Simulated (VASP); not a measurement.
# BiTe2 (I4_1/amd) in VASP: further runs

BiTe2 is run at these levels: PBE; tasks: single point, relaxation of cell and atoms.

All numbers are computed with VASP 6.6.1; they aren't measurements. Logs are shortened: lines on timing, memory, paths and dates and some standing lists are left out, and cuts for length are marked.

## 1. The cell of the first run

Symmetry: I4_1/amd, No. 141, tetragonal system. The conventional cell has a = 6.075 Å, b = 6.075 Å, c = 15.081 Å, α = 90.00°, β = 90.00°, γ = 90.00°. Within 4.1 Å of Bi (site symmetry -4m2) lie 6 Te at 3.09 to 3.11 Å. Within 4.1 Å of Te (site symmetry 2mm) lie 3 Bi at 3.09 to 3.11 Å and 2 Te at 3.87 Å.

## 2. Single point, PBE

INCAR

```
  PREC = Accurate
  ENCUT = 520
  EDIFF = 1E-7
  ISMEAR = 0
  SIGMA = 0.1
  LREAL = F
  LASPH = T
  NELM = 60
  ALGO = Normal
  ISIF = 2
  LWAVE = F
  LCHARG = F
  GGA = PE
  NBANDS = 36
```

KPOINTS

```
Automatic mesh
0
Gamma
  4 4 4
```

POSCAR

```
BiTe2
1.0
   -3.0377257833      3.0377257833      7.5407497253
    3.0377257833     -3.0377257833      7.5407497253
    3.0377257833      3.0377257833     -7.5407497253
Bi Te
2 4
Direct
    0.0000000000      0.0000000000      0.0000000000
    0.7500000000      0.2500000000      0.5000000000
    0.2045642764      0.2045642764      0.0000000000
    0.9545642764      0.4545642764      0.5000000000
    0.5454357236      0.0454357236      0.5000000000
    0.7954357236      0.7954357236      0.0000000000
```

Potentials or basis: VASP PAW PBE potentials, release 64 (Bi_d, Te).

Run with:

```bash
> cat potpaw_PBE.64/Bi_d/POTCAR potpaw_PBE.64/Te/POTCAR > POTCAR
> mpirun -np 1 vasp_std > vasp.out
```

OUTCAR:

```text
PREC = Accurate
   ENCUT = 520
   EDIFF = 1E-7
   ISMEAR = 0
   LREAL = F
   LASPH = T
   NELM = 60
   ISIF = 2
   GGA = PE

 ion  position               nearest neighbor table
   1  0.000  0.000  0.000-   3 3.09   6 3.09   4 3.11   5 3.11   5 3.11   4 3.11
   2  0.750  0.250  0.500-   4 3.09   5 3.09   6 3.11   3 3.11   6 3.11   3 3.11
   3  0.205  0.205  0.000-   1 3.09   2 3.11   2 3.11
   4  0.955  0.455  0.500-   2 3.09   1 3.11   1 3.11
   5  0.545  0.045  0.500-   2 3.09   1 3.11   1 3.11
   6  0.795  0.795  0.000-   1 3.09   2 3.11   2 3.11

  LATTYP: Found a body centered tetragonal cell.
 ALAT       =     6.0754515666
 C/A-ratio  =     2.4823668307

  Lattice vectors:

 A1 = (  -3.0377257833,   3.0377257833,   7.5407497253)
 A2 = (   3.0377257833,  -3.0377257833,   7.5407497253)
 A3 = (   3.0377257833,   3.0377257833,  -7.5407497253)

Analysis of symmetry for initial positions (statically):
=====================================================================
 Subroutine PRICEL returns:
 Original cell was already a primitive cell.

 Routine SETGRP: Setting up the symmetry group for a
 body centered tetragonal supercell.

 Subroutine GETGRP returns: Found 16 space group operations
 (whereof  8 operations were pure point group operations)
 out of a pool of 16 trial point group operations.

The static configuration has the point symmetry D_2d.
 The point group associated with its full space group is D_4h.

Analysis of symmetry for dynamics (positions and initial velocities):
=====================================================================
 Subroutine PRICEL returns:
 Original cell was already a primitive cell.

 Routine SETGRP: Setting up the symmetry group for a
 body centered tetragonal supercell.

 Subroutine GETGRP returns: Found 16 space group operations
 (whereof  8 operations were pure point group operations)
 out of a pool of 16 trial point group operations.

The dynamic configuration has the point symmetry D_2d.
 The point group associated with its full space group is D_4h.

 Subroutine INISYM returns: Found 16 space group operations
 (whereof  8 operations are pure point group operations),
 and found     1 'primitive' translations

----------------------------------------------------------------------------------------

                                     Primitive cell

  volume of cell :     278.3375

  direct lattice vectors                    reciprocal lattice vectors
    -3.037725783  3.037725783  7.540749725     0.000000000  0.164596819  0.066306404
     3.037725783 -3.037725783  7.540749725     0.164596819  0.000000000  0.066306404
     3.037725783  3.037725783 -7.540749725     0.164596819  0.164596819  0.000000000

  length of vectors
     8.678620990  8.678620990  8.678620990     0.177450421  0.177450421  0.232775053

  position of ions in fractional coordinates (direct lattice)
     0.000000000  0.000000000  0.000000000
     0.750000000  0.250000000  0.500000000
     0.204564276  0.204564276  0.000000000
     0.954564276  0.454564276  0.500000000
     0.545435724  0.045435724  0.500000000
     0.795435724  0.795435724  0.000000000

  ion indices of the primitive-cell ions
   primitive index   ion index
                 1           1
                 2           2
                 3           3
                 4           4
                 5           5
                 6           6

----------------------------------------------------------------------------------------

 KPOINTS: Automatic mesh

Automatic generation of k-mesh.
 Grid dimensions read from file:
 generate k-points for:    4    4    4

 Generating k-lattice:

  Cartesian coordinates                     Fractional coordinates (reciprocal lattice)
     0.000000000  0.041149205  0.016576601     0.250000000  0.000000000  0.000000000
     0.041149205  0.000000000  0.016576601     0.000000000  0.250000000  0.000000000
     0.041149205  0.041149205  0.000000000     0.000000000  0.000000000  0.250000000

  Length of vectors
     0.044362605  0.044362605  0.058193763

  Shift w.r.t. Gamma in fractional coordinates (k-lattice)
     0.000000000  0.000000000  0.000000000

 Subroutine IBZKPT returns following result:
 ===========================================

 Found     13 irreducible k-points:

 Following reciprocal coordinates:
            Coordinates               Weight
  0.000000  0.000000  0.000000      1.000000
  0.250000  0.000000  0.000000      8.000000
  0.500000  0.000000  0.000000      4.000000
  0.250000  0.250000  0.000000      8.000000
  0.500000  0.250000 -0.000000     16.000000
 -0.250000  0.250000  0.000000      4.000000
  0.500000  0.500000  0.000000      2.000000
  0.250000  0.250000  0.250000      2.000000
 -0.250000  0.250000  0.250000      4.000000
  0.500000  0.500000  0.250000      4.000000
 -0.250000  0.500000  0.250000      8.000000
 -0.250000 -0.250000  0.250000      2.000000
  0.500000  0.500000  0.500000      1.000000
   k-points           NKPTS =     13   k-points in BZ     NKDIM =     13   number of bands    NBANDS=     36
   number of dos      NEDOS =    301   number of ions     NIONS =      6
   total plane-waves  NPLWV = 343000
   dimension x,y,z NGX =    70 NGY =   70 NGZ =   70
   dimension x,y,z NGXF=   140 NGYF=  140 NGZF=  140
   ions per type =               2   4
   NGX,Y,Z   is equivalent  to a cutoff of  13.41, 13.41, 13.41 a.u.
   NGXF,Y,Z  is equivalent  to a cutoff of  26.82, 26.82, 26.82 a.u.
 SYSTEM =  unknown system
   PREC   = accura    normal or accurate (medium, high low for compatibility)
   ISTART =      0    job   : 0-new  1-cont  2-samecut
   ICHARG =      2    charge: 1-file 2-atom 10-const
   ISPIN  =      1    spin polarized calculation?
   LNONCOLLINEAR =      F non collinear calculations
   LSORBIT =      F    spin-orbit coupling
   LASPH  =      T    aspherical Exc in radial PAW
   ENCUT  =  520.0 eV  38.22 Ry    6.18 a.u.  16.14 16.14 16.14*2*pi/ulx,y,z
   NELM   =     60;   NELMIN=  2; NELMDL= -5     # of ELM steps
   EDIFF  = 0.1E-06   stopping-criterion for ELM
   LREAL  =      F    real-space projection
   EDIFFG = 0.1E-05   stopping-criterion for IOM
   NSW    =      0    number of steps for IOM
   IBRION =     -1    ionic relax: 0-MD 1-quasi-New 2-CG
   NFREE  =      0    steps in history (QN), initial steepest desc. (CG)
   ISIF   =      2    stress and relaxation
   ISYM   =      2    0-nonsym 1-usesym 2-fastsym
   POTIM  = 0.5000    time-step for ionic-motion
   TEBEG  =    0.0;   TEEND  =   0.0 temperature during run
   PSTRESS=    0.0 pullay stress
   NELECT =      54.0000    total number of electrons
   NUPDOWN=      -1.0000    fix difference up-down
   EMIN   =  10.00;   EMAX   =-10.00  energy-range for DOS
   EFERMI =   0.00;   METHOD = LEGACY
   ISMEAR =     0;   SIGMA  =   0.10  broadening in eV -4-tet -1-fermi 0-gaus
   EFERMI_NEDOS =   21; number of points for ismear=-14 and -15
   IALGO  =     38    algorithm
   IMIX   =      4    mixing-type and parameters
     AMIX     =   0.40;   BMIX     =  1.00
     AMIX_MAG =   1.60;   BMIX_MAG =  1.00
  volume/ion in A,a.u.               =      46.39       313.05
  Fermi-wavevector in a.u.,A,eV,Ry     =   0.947725  1.790940 12.220509  0.898182
  Thomas-Fermi vector in A             =   2.075845
   LORBIT       =      0    0 simple, 1 ext, 2 COOP (PROOUT), +10 PAW based schemes
   GGA     = PE    functional components
   LHFCALC =     F    Hartree Fock is set to
   AEXX    =    0.0000 exact exchange contribution
   IVDW    =     0    specifies the selected vdW correction
   LEPSILON=     F    determine dielectric tensor
   LRPA    =     F    only Hartree local field effects (RPA)
 non-spin polarized calculation
 Gauss-broadening in eV      SIGMA  =   0.10
  energy-cutoff  :      520.00
  volume of cell :      278.34
 maximum number of plane-waves:      7564
 NGX is ok and might be reduce to    70
   NGX = 33   NGY = 33   NGZ = 33

 number of electron      54.0000003 magnetization

 Free energy of the ion-electron system (eV)
  ---------------------------------------------------
  ext. energy  EPLUGINS =         0.00000000
  ---------------------------------------------------
  free energy    TOTEN  =       -19.21467653 eV

  energy without entropy =      -19.14752771  energy(sigma->0) =      -19.18110212

 E-fermi :   2.4229     XC(G=0):  -7.6189

 val. band max:        2.4086889201   @ k =   0.2500   0.2500   0.0000
 cond. band min:       2.4266930373   @ k =   0.5000   0.2500  -0.0000
 fundamental gap:      0.0180041172
 Fermi energy:         2.4229127228

 k-point     1 :       0.0000    0.0000    0.0000
  band No.  band energies     occupation
      1     -20.2836      2.00000
      2     -20.2828      2.00000
      3     -20.2796      2.00000
      4     -20.2748      2.00000
      5     -20.2650      2.00000
      6     -20.2650      2.00000
[... 28 lines left out ...]
     35       7.0813      0.00000
     36       7.4142      0.00000

 k-point     2 :       0.2500    0.0000    0.0000
  band No.  band energies     occupation
      1     -20.2835      2.00000
      2     -20.2828      2.00000
      3     -20.2786      2.00000
      4     -20.2751      2.00000
      5     -20.2652      2.00000
      6     -20.2645      2.00000
[... 28 lines left out ...]
     35       7.6456      0.00000
     36       8.0096      0.00000

 k-point     3 :       0.5000    0.0000    0.0000
  band No.  band energies     occupation
      1     -20.2834      2.00000
      2     -20.2828      2.00000
      3     -20.2771      2.00000
      4     -20.2757      2.00000
      5     -20.2653      2.00000
      6     -20.2636      2.00000
[... 28 lines left out ...]
     35       8.0341      0.00000
     36       8.2104      0.00000
[... 313 lines left out ...]
 k-point    12 :      -0.2500   -0.2500    0.2500
  band No.  band energies     occupation
      1     -20.2847      2.00000
      2     -20.2838      2.00000
      3     -20.2777      2.00000
      4     -20.2746      2.00000
      5     -20.2654      2.00000
      6     -20.2654      2.00000
[... 28 lines left out ...]
     35       7.5073      0.00000
     36       7.5541      0.00000

 k-point    13 :       0.5000    0.5000    0.5000
  band No.  band energies     occupation
      1     -20.2851      2.00000
      2     -20.2851      2.00000
      3     -20.2754      2.00000
      4     -20.2754      2.00000
      5     -20.2656      2.00000
      6     -20.2656      2.00000
[... 28 lines left out ...]
     35       7.8679      0.00000
     36       7.8679      0.00000

------------------------ aborting loop because EDIFF is reached ----------------------------------------

  FORCE on cell =-STRESS in cart. coord.  units (eV):
  Direction    XX          YY          ZZ          XY          YZ          ZX
  --------------------------------------------------------------------------------------
  -------------------------------------------------------------------------------------
  Total        0.2763826      0.2763826      0.5139022      0.0000000      0.0000000     -0.0000000
  in kB        1.5909248      1.5909248      2.9581446      0.0000000      0.0000000     -0.0000000
  external PRESSURE =       2.0466647 kB  Pullay stress =       0.0000000 kB

 VOLUME and BASIS-vectors are now :
 -----------------------------------------------------------------------------
  energy-cutoff  :      520.00
  volume of cell :      278.34
      direct lattice vectors                 reciprocal lattice vectors
    -3.037725783  3.037725783  7.540749725     0.000000000  0.164596819  0.066306404
     3.037725783 -3.037725783  7.540749725     0.164596819  0.000000000  0.066306404
     3.037725783  3.037725783 -7.540749725     0.164596819  0.164596819  0.000000000

 POSITION                                       TOTAL-FORCE (eV/Angst)
 -----------------------------------------------------------------------------------
      0.00000      0.00000      0.00000        -0.000000     -0.000000      0.000000
      0.00000      3.03773      3.77037        -0.000000     -0.000000      0.000000
      0.00000      0.00000      3.08514        -0.000000      0.000000      0.011268
      0.00000      3.03773      6.85551         0.000000     -0.000000      0.011268
      0.00000      3.03773      0.68524         0.000000     -0.000000     -0.011268
      0.00000      0.00000     11.99636        -0.000000      0.000000     -0.011268
 -----------------------------------------------------------------------------------
    total drift:                               -0.000000     -0.000000      0.000000

  FREE ENERGIE OF THE ION-ELECTRON SYSTEM (eV)
  ---------------------------------------------------
  free  energy   TOTEN  =       -19.2146765315 eV

  energy  without entropy=      -19.1475277058  energy(sigma->0) =      -19.18110212
```

Wall time 4.2 min (1 thread of AMD EPYC 9R45 (Zen 5), shared host); peak memory 0.67 GiB.

Results:

```
Free energy            : -19.2147 eV
Pressure               : 0.2 GPa
Largest force          : 0.011 eV/Å
Band gap on the k mesh : zero (bands 27 and 28 overlap by 0.27 eV)
```

Forces on the atoms (eV/Å):
```
Bi   0.000  0.000  0.000
Bi   0.000  0.000  0.000
Te   0.000  0.000  0.011
Te   0.000  0.000  0.011
Te   0.000  0.000 -0.011
Te   0.000  0.000 -0.011
```

Stress tensor (GPa, compression positive):
```
0.16 0.00 0.00
0.00 0.16 0.00
0.00 0.00 0.30
```

Caveat: spin-orbit coupling is left out, which moves the levels of the heavy elements.

## 3. Relaxation of cell and atoms, PBE

This run uses another cell than the first one, of 33.63 Å³/atom.

INCAR

```
SYSTEM = BiTe2
PREC = Accurate
ENCUT = 600
EDIFF = 1E-6
ISMEAR = 0
SIGMA = 0.1
LREAL = .FALSE.
LASPH = .TRUE.
NELM = 80
ALGO = Normal
ISIF = 3
LWAVE = .FALSE.
LCHARG = .FALSE.
GGA = PE
IBRION = 2
NSW = 90
EDIFFG = -0.04
```

KPOINTS

```
Automatic mesh
0
G
  4 4 4
  0 0 0
```

POSCAR

```
BiTe2
1.0
   -2.7174113059      2.7174113059      6.8305022892
    2.7174113059     -2.7174113059      6.8305022892
    2.7174113059      2.7174113059     -6.8305022892
Bi Te
2 4
Direct
    0.0000000000      0.0000000000      0.0000000000
    0.7500000000      0.2500000000      0.5000000000
    0.2066000000      0.2066000000      0.0000000000
    0.9566000000      0.4566000000      0.5000000000
    0.5434000000      0.0434000000      0.5000000000
    0.7934000000      0.7934000000      0.0000000000
```

Potentials or basis: VASP PAW PBE potentials, release 64 (Bi_d, Te).

Run with:

```bash
> cat potpaw_PBE.64/Bi_d/POTCAR potpaw_PBE.64/Te/POTCAR > POTCAR
> mpirun -np 1 vasp_std > vasp.out
```

It took 8.2 min on 1 thread of AMD EPYC 9R45 (Zen 5), shared host; peak memory 0.62 GiB.

Results (log left out):

- Free energy: -19.2008 eV
- Relaxed volume: 46.40 Å³/atom
- Relaxed cell: a = 8.607 Å, b = 8.607 Å, c = 8.607 Å, α = 138.37°, β = 138.37°, γ = 60.33°
- Space group after relaxing (to 0.1 Å): I4_1/amd (No. 141)
- Energy gained by relaxing: 554.3 meV/atom
- Ionic steps: 6
- Pressure after relaxing: -0.1 GPa
- Largest force after relaxing: 0.035 eV/Å
- Band gap on the k mesh: zero (bands 27 and 28 overlap by 0.33 eV)

Forces on the atoms (eV/Å):
```
Bi   0.000  0.000  0.000
Bi   0.000  0.000  0.000
Te   0.000  0.000 -0.035
Te   0.000  0.000 -0.035
Te   0.000  0.000  0.035
Te   0.000  0.000  0.035
```

Step by step:
```csv
step,energy change (eV),largest force (eV/Å),pressure (GPa),volume (Å³)
1,0.0000,1.1261,18.89,201.75
2,-2.3145,0.5757,-3.79,341.08
3,-3.2781,0.2358,0.16,274.77
4,-3.2781,0.2506,-0.01,276.39
5,-3.3208,0.1121,-0.04,277.76
6,-3.3260,0.0350,-0.05,278.39
```

Final structure:
```cif
data_structure
_symmetry_space_group_name_H-M 'P 1'
_symmetry_Int_Tables_number 1
_cell_length_a 8.6069
_cell_length_b 8.6069
_cell_length_c 8.6069
_cell_angle_alpha 138.374
_cell_angle_beta 138.374
_cell_angle_gamma 60.331
_cell_volume 278.39
loop_
_atom_site_label
_atom_site_type_symbol
_atom_site_fract_x
_atom_site_fract_y
_atom_site_fract_z
_atom_site_occupancy
Bi1 Bi 0.00000 0.00000 0.00000 1
Bi2 Bi 0.75000 0.25000 0.50000 1
Te1 Te 0.20814 0.20814 0.00000 1
Te2 Te 0.95814 0.45814 0.50000 1
Te3 Te 0.54186 0.04186 0.50000 1
Te4 Te 0.79186 0.79186 0.00000 1
```

Levels at points of the mesh, in eV from the Fermi level:
| k point | band 25 | band 26 | band 27 | band 28 | band 29 | band 30 |
| --- | --- | --- | --- | --- | --- | --- |
| (0.00, 0.00, 0.00) | -0.28 | -0.19 | -0.19 | 0.25 | 1.92 | 3.83 |
| (0.50, 0.00, 0.00) | -0.47 | -0.28 | -0.18 | 0.01 | 1.38 | 1.78 |
| (0.50, 0.50, 0.00) | -0.11 | -0.11 | 0.10 | 0.10 | 1.34 | 1.34 |
| (0.50, 0.50, 0.50) | -0.24 | -0.24 | -0.12 | -0.12 | 3.19 | 3.19 |

Caveat: the volume moved by over 15 % at a fixed basis, so the end points are rough; spin-orbit coupling is left out, which moves the levels of the heavy elements.

## 4. Single point, PBE

This run uses another cell than the first one, of 33.45 Å³/atom.

INCAR

```
SYSTEM = BiTe2
ALGO = Normal ; EDIFF = 1E-7
ENCUT = 520 ; GGA = PE
ISIF = 2 ; ISMEAR = 0
LASPH = .True. ; LCHARG = .True.
LELF = .True. ; LREAL = .False.
LVHAR = .True. ; LWAVE = .False.
NBANDS = 36 ; NELM = 100
PREC = Accurate ; SIGMA = 0.1
```

KPOINTS

```
k-points
0
Gamma
  8 8 8
  0 0 0
```

POSCAR

```
BiTe2
1.0
   -3.1514832256      3.1514832256      5.0522487148
    3.1514832256     -3.1514832256      5.0522487148
    3.1514832256      3.1514832256     -5.0522487148
Bi Te
2 4
Direct
    0.0000000000      0.0000000000      0.0000000000
    0.7500000000      0.2500000000      0.5000000000
    0.3199867396      0.3199867396      0.0000000000
    1.0699867396      0.5699867396      0.5000000000
    0.4300132604     -0.0699867396      0.5000000000
    0.6800132604      0.6800132604      0.0000000000
```

Run with:

```bash
> cat potpaw_PBE.64/Bi_d/POTCAR potpaw_PBE.64/Te/POTCAR > POTCAR
> mpirun -np 1 vasp_std > vasp.out
```

Run time: 4.2 min. Hardware: 1 thread of AMD EPYC 9R45 (Zen 5), shared host; peak memory 0.53 GiB.

Results (log left out):

```yaml
Free_energy: -20.2147 eV
Pressure: 0.0 GPa
Largest_force: 0.012 eV/Å
Band_gap_on_the_k_mesh: zero (bands 27 and 28 overlap by 1.86 eV)
```

Forces on the atoms (eV/Å):
```
Bi   0.000  0.000  0.000
Bi   0.000  0.000  0.000
Te   0.000  0.000  0.012
Te   0.000  0.000  0.012
Te   0.000  0.000 -0.012
Te   0.000  0.000 -0.012
```

Levels at points of the mesh, in eV from the Fermi level:
| k point | band 23 | band 24 | band 25 | band 26 | band 27 | band 28 | band 29 | band 30 | band 31 | band 32 |
| --- | --- | --- | --- | --- | --- | --- | --- | --- | --- | --- |
| (0.00, 0.00, 0.00) | -3.84 | -3.69 | -1.25 | -1.17 | 0.94 | 0.94 | 2.38 | 2.53 | 2.73 | 2.73 |
| (0.50, 0.00, 0.00) | -2.56 | -1.15 | -1.03 | -0.95 | -0.61 | 0.02 | 0.30 | 0.61 | 1.09 | 1.70 |
| (0.50, 0.50, 0.00) | -1.84 | -1.84 | -1.01 | -1.01 | -0.92 | -0.92 | -0.20 | -0.20 | 0.09 | 0.09 |
| (0.50, 0.50, 0.50) | -2.93 | -2.93 | -2.36 | -2.36 | 0.42 | 0.42 | 1.72 | 1.72 | 2.04 | 2.04 |

Caveat: spin-orbit coupling is left out, which moves the levels of the heavy elements.

## 5. The runs side by side

```csv
task,cell,k mesh,cutoff (eV),gap on the mesh (eV),pressure (GPa),largest force (eV/Å)
single point,"a = 8.679 Å, angles 139.0, 139.0, 59.3°, 6 atoms, atomic positions A",4 × 4 × 4,520,none,0.2,0.01
relaxation of cell and atoms,"relaxed from a = 7.837 Å, angles 139.4, 139.4, 58.7°, 6 atoms, atomic positions B",4 × 4 × 4,600,none,-0.1,0.03
single point,"a = 6.737 Å, angles 124.2, 124.2, 82.8°, 6 atoms, atomic positions C",8 × 8 × 8,520,none,0.0,0.01
```

Alike in all rows: level PBE; potentials or basis VASP PAW PBE potentials, release 64 (Bi_d, Te); no spin polarisation; smearing gaussian 0.1 eV.

Caveats: spin-orbit coupling is left out, which moves the levels of the heavy elements; the volume moved by over 15 % at a fixed basis, so the end points are rough (at least some runs).

Total energies depend on the potentials used, so only differences within one code and one set of settings carry meaning.
